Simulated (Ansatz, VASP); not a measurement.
## IrC2N2: VASP beside Ansatz

```
Ir C N
1.0
     5.81938    0.00000    0.00000
     0.00000    5.81938    0.00000
     0.00000    0.00000    5.81938
Ir C N
2 4 4
Direct
  0.00000 0.00000 0.00000
  0.50000 0.50000 0.50000
  0.19009 0.19009 0.19009
  0.19009 0.80991 0.80991
  0.80991 0.19009 0.80991
  0.80991 0.80991 0.19009
  0.30902 0.30902 0.30902
  0.30902 0.69098 0.69098
  0.69098 0.30902 0.69098
  0.69098 0.69098 0.30902
```

Alike in both runs: functional PBE; k mesh 6 × 6 × 6; occupations gaussian, width 0.1 eV; collinear spin.

Ansatz relaxed the structure, and its values are those at the end. VASP's run is a single point on that final structure, the one shown.

|  | VASP | Ansatz |
| --- | --- | --- |
| version | VASP 6.6.1 | Ansatz 0.2.0 |
| potentials or method | VASP PAW PBE potentials, release 64 (Ir, C, N), cutoff 520 eV | scalar-relativistic, plane waves, PAW |
| valence electrons in the cell | 54 | 70 |

```csv
,VASP,Ansatz,Ansatz less VASP
gap on the k mesh at the Fermi level (eV),none,none,-
pressure (GPa),0.5,0.0,-0.46
rms of the force components (eV/Å),0.114,0.002,-0.1120
net moment per atom (μB),0.00,0.02,+0.023
size of the moment on the site where the two differ most (μB),0.00,0.34,+0.340
```

Site moments also hang on the region over which each program counts them. A gap of «none» marks a metal or a gap that the smearing closes. The functional is the same, so the differences come from potentials, cutoffs and numerics. VASP's potentials hold 54 valence electrons a cell and Ansatz's 70, so a difference there can come from the potentials and not from the codes.

Spin-orbit coupling is off throughout. Noted on VASP's run: the standard files for N, O and F lose accuracy on very short bonds.
